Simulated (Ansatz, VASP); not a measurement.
One calculation of CaBe2O3, two programs

```
Ca Be O
1.0
     2.09718   -4.43696    0.00000
     2.09718    4.43696    0.00000
     0.00000    0.00000    3.30268
Ca Be O
1 2 3
Direct
  0.00000 0.00000 0.00000
  0.65497 0.34503 0.50000
  0.34503 0.65497 0.50000
  0.14539 0.85461 0.50000
  0.85461 0.14539 0.50000
  0.50000 0.50000 0.00000
```

Change from the starting cell: species swapped into the Li2CeO3 type (Cmmm, No. 65).

Alike in both runs: task relaxation of cell and atoms; functional PBE; k mesh 4 × 4 × 6; occupations gaussian, width 0.1 eV; no spin polarisation.

```csv
,VASP,Ansatz
version,VASP 6.6.1,Ansatz 0.2.0
potentials or method,"VASP PAW PBE potentials, release 64 (Ca_sv, Be, O), cutoff 600 eV","scalar-relativistic, plane waves, PAW"
valence electrons in the cell,32,32
```

|  | VASP | Ansatz | Ansatz less VASP |
| --- | --- | --- | --- |
| gap on the k mesh at the Fermi level, each at its own relaxed structure (eV) | 1.97 | 1.93 | -0.045 |
| relaxed volume (Å³/atom) | 10.64 | 10.77 | +0.121 |
| relaxed cell length with the largest relative difference (Å) | 3.047 | 3.018 | -0.0297 |
